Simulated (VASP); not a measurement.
# Ti (P6/mmm) in VASP: a series of runs

Ti is run at these levels: PBEsol; tasks: single point.

Everything below comes from runs of VASP 6.6.1. Logs are shortened: lines on timing, memory, paths and dates and some standing lists are left out, and cuts for length are marked.

## (1) The cell of the first run

The structure is hexagonal, space group P6/mmm (No. 191). The conventional cell has a = 4.401 Å, b = 4.401 Å, c = 2.738 Å, α = 90.00°, β = 90.00°, γ = 120.00°. Within 3.6 Å of Ti (site symmetry 6/mmm) lie 14 Ti at 2.74 to 2.89 Å. Within 3.4 Å of Ti (site symmetry -6m2) lie 11 Ti at 2.54 to 2.89 Å.

This isn't the form of Ti at room conditions, which is hcp.

## (2) Single point, PBEsol

File INCAR:

```
PREC = Accurate
ENCUT = 520
EDIFF = 1E-6
ISMEAR = 0
SIGMA = 0.1
LREAL = False
LASPH = True
NELM = 80
ALGO = Fast
ISIF = 2
LWAVE = False
LCHARG = True
GGA = PS
LELF = True
LVHAR = True
NBANDS = 25
```

File KPOINTS:

```
regular mesh
0
Gamma
  12 12 14
```

File POSCAR:

```
Ti
1.0
    4.4009669120      0.0000000000      0.0000000000
   -2.2004834560      3.8113491470      0.0000000000
    0.0000000000      0.0000000000      2.7376023936
Ti
3
Direct
    0.0000000000      0.0000000000      0.0000000000
    0.3333333333      0.6666666667      0.5000000000
    0.6666666667      0.3333333333      0.5000000000
```

Potentials or basis: VASP PAW PBE potentials, release 64 (Ti_sv).

Launch:

```bash
> cat potpaw_PBE.64/Ti_sv/POTCAR > POTCAR
> mpirun -np 1 vasp_std > vasp.out
```

OUTCAR:

```text
PREC = Accurate
   ENCUT = 520
   EDIFF = 1E-6
   ISMEAR = 0
   LREAL = False
   LASPH = True
   NELM = 80
   ISIF = 2
   GGA = PS

 ion  position               nearest neighbor table
   1  0.000  0.000  0.000-   2 2.89   3 2.89   2 2.89   3 2.89   2 2.89   2 2.89   3 2.89   3 2.89
                             3 2.89   3 2.89   2 2.89   2 2.89
   2  0.333  0.667  0.500-   3 2.54   3 2.54   3 2.54   1 2.89   1 2.89   1 2.89   1 2.89   1 2.89
                             1 2.89
   3  0.667  0.333  0.500-   2 2.54   2 2.54   2 2.54   1 2.89   1 2.89   1 2.89   1 2.89   1 2.89
                             1 2.89

  LATTYP: Found a hexagonal cell.
 ALAT       =     4.4009669120
 C/A-ratio  =     0.6220456660

  Lattice vectors:

 A1 = (   4.4009669120,   0.0000000000,   0.0000000000)
 A2 = (  -2.2004834560,   3.8113491470,   0.0000000000)
 A3 = (   0.0000000000,   0.0000000000,   2.7376023936)

Analysis of symmetry for initial positions (statically):
=====================================================================
 Subroutine PRICEL returns:
 Original cell was already a primitive cell.

 Routine SETGRP: Setting up the symmetry group for a
 hexagonal supercell.

 Subroutine GETGRP returns: Found 24 space group operations
 (whereof 24 operations were pure point group operations)
 out of a pool of 24 trial point group operations.

The static configuration has the point symmetry D_6h.

Analysis of symmetry for dynamics (positions and initial velocities):
=====================================================================
 Subroutine PRICEL returns:
 Original cell was already a primitive cell.

 Routine SETGRP: Setting up the symmetry group for a
 hexagonal supercell.

 Subroutine GETGRP returns: Found 24 space group operations
 (whereof 24 operations were pure point group operations)
 out of a pool of 24 trial point group operations.

The dynamic configuration has the point symmetry D_6h.

 Subroutine INISYM returns: Found 24 space group operations
 (whereof 24 operations are pure point group operations),
 and found     1 'primitive' translations

----------------------------------------------------------------------------------------

                                     Primitive cell

  volume of cell :      45.9195

  direct lattice vectors                    reciprocal lattice vectors
     4.400966912  0.000000000  0.000000000     0.227222794  0.131187142  0.000000000
    -2.200483456  3.811349147  0.000000000     0.000000000  0.262374283  0.000000000
     0.000000000  0.000000000  2.737602394     0.000000000  0.000000000  0.365283141

  length of vectors
     4.400966912  4.400966912  2.737602394     0.262374283  0.262374283  0.365283141

  position of ions in fractional coordinates (direct lattice)
     0.000000000  0.000000000  0.000000000
     0.333333333  0.666666667  0.500000000
     0.666666667  0.333333333  0.500000000

  ion indices of the primitive-cell ions
   primitive index   ion index
                 1           1
                 2           2
                 3           3

----------------------------------------------------------------------------------------

 KPOINTS: regular mesh

Automatic generation of k-mesh.
 Grid dimensions read from file:
 generate k-points for:   12   12   14

 Generating k-lattice:

  Cartesian coordinates                     Fractional coordinates (reciprocal lattice)
     0.018935233  0.010932262  0.000000000     0.083333333  0.000000000  0.000000000
     0.000000000  0.021864524  0.000000000     0.000000000  0.083333333  0.000000000
     0.000000000  0.000000000  0.026091653     0.000000000  0.000000000  0.071428571

  Length of vectors
     0.021864524  0.021864524  0.026091653

  Shift w.r.t. Gamma in fractional coordinates (k-lattice)
     0.000000000  0.000000000  0.000000000

 Subroutine IBZKPT returns following result:
 ===========================================

 Found    152 irreducible k-points:

 Following reciprocal coordinates:
            Coordinates               Weight
  0.000000  0.000000  0.000000      1.000000
  0.083333  0.000000  0.000000      6.000000
  0.166667  0.000000  0.000000      6.000000
  0.250000  0.000000  0.000000      6.000000
  0.333333  0.000000  0.000000      6.000000
  0.416667  0.000000  0.000000      6.000000
[... 16 lines left out ...]
  0.250000  0.000000  0.071429     12.000000
  0.333333  0.000000  0.071429     12.000000
 [... further k-points ...]
   k-points           NKPTS =    152   k-points in BZ     NKDIM =    152   number of bands    NBANDS=     25
   number of dos      NEDOS =    301   number of ions     NIONS =      3
   total plane-waves  NPLWV =  25920
   dimension x,y,z NGX =    36 NGY =   36 NGZ =   20
   dimension x,y,z NGXF=    72 NGYF=   72 NGZF=   40
   ions per type =               3
   NGX,Y,Z   is equivalent  to a cutoff of  13.60, 13.60, 12.15 a.u.
   NGXF,Y,Z  is equivalent  to a cutoff of  27.20, 27.20, 24.29 a.u.
 SYSTEM =  unknown system
   PREC   = accura    normal or accurate (medium, high low for compatibility)
   ISTART =      0    job   : 0-new  1-cont  2-samecut
   ICHARG =      2    charge: 1-file 2-atom 10-const
   ISPIN  =      1    spin polarized calculation?
   LNONCOLLINEAR =      F non collinear calculations
   LSORBIT =      F    spin-orbit coupling
   LASPH  =      T    aspherical Exc in radial PAW
   ENCUT  =  520.0 eV  38.22 Ry    6.18 a.u.   8.18  8.18  5.09*2*pi/ulx,y,z
   NELM   =     80;   NELMIN=  2; NELMDL= -5     # of ELM steps
   EDIFF  = 0.1E-05   stopping-criterion for ELM
   LREAL  =      F    real-space projection
   EDIFFG = 0.1E-04   stopping-criterion for IOM
   NSW    =      0    number of steps for IOM
   IBRION =     -1    ionic relax: 0-MD 1-quasi-New 2-CG
   NFREE  =      0    steps in history (QN), initial steepest desc. (CG)
   ISIF   =      2    stress and relaxation
   ISYM   =      2    0-nonsym 1-usesym 2-fastsym
   POTIM  = 0.5000    time-step for ionic-motion
   TEBEG  =    0.0;   TEEND  =   0.0 temperature during run
   PSTRESS=    0.0 pullay stress
   NELECT =      36.0000    total number of electrons
   NUPDOWN=      -1.0000    fix difference up-down
   EMIN   =  10.00;   EMAX   =-10.00  energy-range for DOS
   EFERMI =   0.00;   METHOD = LEGACY
   ISMEAR =     0;   SIGMA  =   0.10  broadening in eV -4-tet -1-fermi 0-gaus
   EFERMI_NEDOS =   21; number of points for ismear=-14 and -15
   IALGO  =     68    algorithm
   IMIX   =      4    mixing-type and parameters
     AMIX     =   0.40;   BMIX     =  1.00
     AMIX_MAG =   1.60;   BMIX_MAG =  1.00
  volume/ion in A,a.u.               =      15.31       103.29
  Fermi-wavevector in a.u.,A,eV,Ry     =   1.509535  2.852608 31.003551  2.278697
  Thomas-Fermi vector in A             =   2.619845
   LORBIT       =      0    0 simple, 1 ext, 2 COOP (PROOUT), +10 PAW based schemes
   GGA     = PS    functional components
   LHFCALC =     F    Hartree Fock is set to
   AEXX    =    0.0000 exact exchange contribution
   IVDW    =     0    specifies the selected vdW correction
   LEPSILON=     F    determine dielectric tensor
   LRPA    =     F    only Hartree local field effects (RPA)
 non-spin polarized calculation
 RMM-DIIS sequential band-by-band and
 Gauss-broadening in eV      SIGMA  =   0.10
  energy-cutoff  :      520.00
  volume of cell :       45.92
 maximum number of plane-waves:      1266
 NGX is ok and might be reduce to    36
   NGX = 17   NGY = 17   NGZ = 11

 number of electron      36.0000001 magnetization

 Free energy of the ion-electron system (eV)
  ---------------------------------------------------
  ext. energy  EPLUGINS =         0.00000000
  ---------------------------------------------------
  free energy    TOTEN  =       -24.96746084 eV

  energy without entropy =      -24.95359572  energy(sigma->0) =      -24.96052828

 E-fermi :   9.4925     XC(G=0): -12.2535

 val. band max:        9.4909189073   @ k =   0.2500   0.2500   0.3571
 cond. band min:       9.4979562477   @ k =   0.4167   0.0000   0.1429
 fundamental gap:      0.0070373404
 Fermi energy:         9.4925291174

 k-point     1 :       0.0000    0.0000    0.0000
  band No.  band energies     occupation
      1     -46.9659      2.00000
      2     -46.6987      2.00000
      3     -46.4638      2.00000
      4     -23.4219      2.00000
      5     -23.4219      2.00000
      6     -23.3939      2.00000
[... 17 lines left out ...]
     24      11.5617      0.00000
     25      11.5749      0.00000

 k-point     2 :       0.0833    0.0000    0.0000
  band No.  band energies     occupation
      1     -46.9633      2.00000
      2     -46.6974      2.00000
      3     -46.4680      2.00000
      4     -23.4920      2.00000
      5     -23.4819      2.00000
      6     -23.3222      2.00000
[... 17 lines left out ...]
     24      11.2816      0.00000
     25      11.8386      0.00000

 k-point     3 :       0.1667    0.0000    0.0000
  band No.  band energies     occupation
      1     -46.9560      2.00000
      2     -46.6929      2.00000
      3     -46.4805      2.00000
      4     -23.5676      2.00000
      5     -23.5221      2.00000
      6     -23.2423      2.00000
[... 17 lines left out ...]
     24      11.2006      0.00000
     25      12.2006      0.00000

 k-point     4 :       0.2500    0.0000    0.0000
  band No.  band energies     occupation
      1     -46.9461      2.00000
      2     -46.6845      2.00000
      3     -46.4997      2.00000
      4     -23.6321      2.00000
      5     -23.5246      2.00000
      6     -23.1716      2.00000
[... 17 lines left out ...]
     24      11.4994      0.00000
     25      12.4242      0.00000

 k-point     5 :       0.3333    0.0000    0.0000
  band No.  band energies     occupation
      1     -46.9365      2.00000
      2     -46.6719      2.00000
      3     -46.5228      2.00000
      4     -23.6812      2.00000
      5     -23.4888      2.00000
      6     -23.1182      2.00000
[... 17 lines left out ...]
     24      11.8669      0.00000
     25      12.4842      0.00000

 k-point     6 :       0.4167    0.0000    0.0000
  band No.  band energies     occupation
      1     -46.9296      2.00000
      2     -46.6577      2.00000
      3     -46.5446      2.00000
      4     -23.7119      2.00000
      5     -23.4242      2.00000
      6     -23.1692      2.00000
[... 17 lines left out ...]
     24      12.0531      0.00000
     25      12.2716      0.00000
[... 393 lines left out ...]
 k-point    21 :       0.0833    0.0000    0.0714
  band No.  band energies     occupation
      1     -46.9576      2.00000
      2     -46.6948      2.00000
      3     -46.4642      2.00000
      4     -23.4841      2.00000
      5     -23.4743      2.00000
      6     -23.3183      2.00000
[... 17 lines left out ...]
     24      11.3012      0.00000
     25      11.9209      0.00000

 k-point    22 :       0.1667    0.0000    0.0714
  band No.  band energies     occupation
      1     -46.9506      2.00000
      2     -46.6901      2.00000
      3     -46.4766      2.00000
      4     -23.5584      2.00000
      5     -23.5143      2.00000
      6     -23.2404      2.00000
[... 17 lines left out ...]
     24      11.2294      0.00000
     25      12.2289      0.00000

 k-point    23 :       0.2500    0.0000    0.0714
  band No.  band energies     occupation
      1     -46.9411      2.00000
      2     -46.6813      2.00000
      3     -46.4957      2.00000
      4     -23.6218      2.00000
      5     -23.5176      2.00000
      6     -23.1718      2.00000
[... 17 lines left out ...]
     24      11.4776      0.00000
     25      12.5574      0.00000

 k-point    24 :       0.3333    0.0000    0.0714
  band No.  band energies     occupation
      1     -46.9319      2.00000
      2     -46.6683      2.00000
      3     -46.5189      2.00000
      4     -23.6702      2.00000
      5     -23.4837      2.00000
      6     -23.1245      2.00000
[... 17 lines left out ...]
     24      11.8395      0.00000
     25      12.4646      0.00000

 [... further k-points ...]
[... 5 lines left out ...]
  --------------------------------------------------------------------------------------
  -------------------------------------------------------------------------------------
  Total        2.7042796      2.7042796      2.7084926      0.0000000      0.0000000     -0.0000000
  in kB       94.3550092     94.3550092     94.5020057      0.0000000      0.0000000     -0.0000000
  external PRESSURE =      94.4040080 kB  Pullay stress =       0.0000000 kB

 VOLUME and BASIS-vectors are now :
 -----------------------------------------------------------------------------
  energy-cutoff  :      520.00
  volume of cell :       45.92
      direct lattice vectors                 reciprocal lattice vectors
     4.400966912  0.000000000  0.000000000     0.227222794  0.131187142  0.000000000
    -2.200483456  3.811349147  0.000000000     0.000000000  0.262374283  0.000000000
     0.000000000  0.000000000  2.737602394     0.000000000  0.000000000  0.365283141

 POSITION                                       TOTAL-FORCE (eV/Angst)
 -----------------------------------------------------------------------------------
      0.00000      0.00000      0.00000         0.000000      0.000000      0.000000
     -0.00000      2.54090      1.36880        -0.000000      0.000000     -0.000000
      2.20048      1.27045      1.36880         0.000000     -0.000000      0.000000
 -----------------------------------------------------------------------------------
    total drift:                                0.000000      0.000000     -0.000000

  FREE ENERGIE OF THE ION-ELECTRON SYSTEM (eV)
  ---------------------------------------------------
  free  energy   TOTEN  =       -24.9674608411 eV

  energy  without entropy=      -24.9535957215  energy(sigma->0) =      -24.96052828
```

It took 7.9 min on 1 thread of Intel Xeon 8259CL, shared host; peak memory 0.26 GiB.

What came out:

```yaml
Free_energy: -24.9675 eV
Pressure: 9.4 GPa
Band_gap_on_the_k_mesh: zero (bands 18 and 19 overlap by 0.42 eV)
```

Caveat: the cell stands under pressure; the PAW data sets were made with another functional, which shifts forces and pressure a little.

(Part 1 of 2 ends here.)
